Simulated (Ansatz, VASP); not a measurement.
One calculation of Zr3Ti2N5, two programs

Contents of INCAR:

```
SYSTEM = Zr3Ti2N5
PREC = Accurate
ENCUT = 520
EDIFF = 1E-6
ISMEAR = 0
SIGMA = 0.2
LREAL = .FALSE.
LASPH = .TRUE.
NELM = 60
ALGO = Normal
ISIF = 2
LWAVE = .FALSE.
LCHARG = .FALSE.
GGA = PE
NBANDS = 54
```

The input KPOINTS:

```
regular mesh
0
G
  8 8 8
  0 0 0
```

The input POSCAR:

```
Zr3Ti2N5
1.0
   -1.5796883801      2.7361005345      0.0000000000
   -3.1593767602      0.0000000000      0.0000000000
   -1.5796883801      0.9120335115     12.8677111000
Zr Ti N
3 2 5
Direct
    0.9035730000      0.9035730000      0.2892810000
    0.0964270000      0.0964270000      0.7107190000
    0.5000000000      0.5000000000      0.5000000000
    0.3028650000      0.3028650000      0.0914050000
    0.6971350000      0.6971350000      0.9085950000
    0.6052280000      0.6052280000      0.1843160000
    0.0000000000      0.0000000000      0.0000000000
    0.3947720000      0.3947720000      0.8156840000
    0.7980080000      0.7980080000      0.6059760000
    0.2019920000      0.2019920000      0.3940240000
```

Input for Ansatz:

```yaml
crystal:
  lattice:
    - [-1.5796883801, 2.7361005345, 0.0]
    - [-3.1593767602, 0.0, 0.0]
    - [-1.5796883801, 0.9120335115, 12.8677111]
  atoms:
    - { symbol: Zr, position: [0.903573, 0.903573, 0.289281] }
    - { symbol: Zr, position: [0.096427, 0.096427, 0.710719] }
    - { symbol: Zr, position: [0.5, 0.5, 0.5] }
    - { symbol: Ti, position: [0.302865, 0.302865, 0.091405] }
    - { symbol: Ti, position: [0.697135, 0.697135, 0.908595] }
    - { symbol: "N", position: [0.605228, 0.605228, 0.184316] }
    - { symbol: "N", position: [0.0, 0.0, 0.0] }
    - { symbol: "N", position: [0.394772, 0.394772, 0.815684] }
    - { symbol: "N", position: [0.798008, 0.798008, 0.605976] }
    - { symbol: "N", position: [0.201992, 0.201992, 0.394024] }
basis:
  ecutwfc: 420
kpoints:
  mp_grid: { grid: [8, 8, 8] }
hamiltonian:
  xc: pbe
scf:
  occupations: { method: gaussian, width: 0.2 }
  lower_state_search: "off"
output:
  forces: true
  stress: true
  eigenvalues: true
```

Alike in both runs: task single point; functional PBE; k mesh 8 × 8 × 8; occupations gaussian, width 0.2 eV; no spin polarisation.

|  | VASP | Ansatz |
| --- | --- | --- |
| version | VASP 6.6.1 | Ansatz 0.2.0 |
| potentials or method | VASP PAW PBE potentials, release 64 (Zr_sv, Ti_sv, N), cutoff 520 eV | scalar-relativistic, plane waves, PAW |
| valence electrons in the cell | 85 | 85 |

Ansatz gave:

```
gap on the k mesh at the Fermi level (eV)                     : none
pressure (GPa)                                                : 0.1
traceless stress, the component that is largest in VASP (GPa) : -0.33
rms of the force components (eV/Å)                            : 0.010
```

Problem. What did VASP give for the same quantities?

Solution. gap on the k mesh at the Fermi level (eV): none; pressure (GPa): 0.4; traceless stress, the component that is largest in VASP (GPa): -0.34; rms of the force components (eV/Å): 0.011.

Atom by atom the forces differ by 0.003 eV/Å (rms over components). A gap of «none» marks a metal or a gap that the smearing closes.
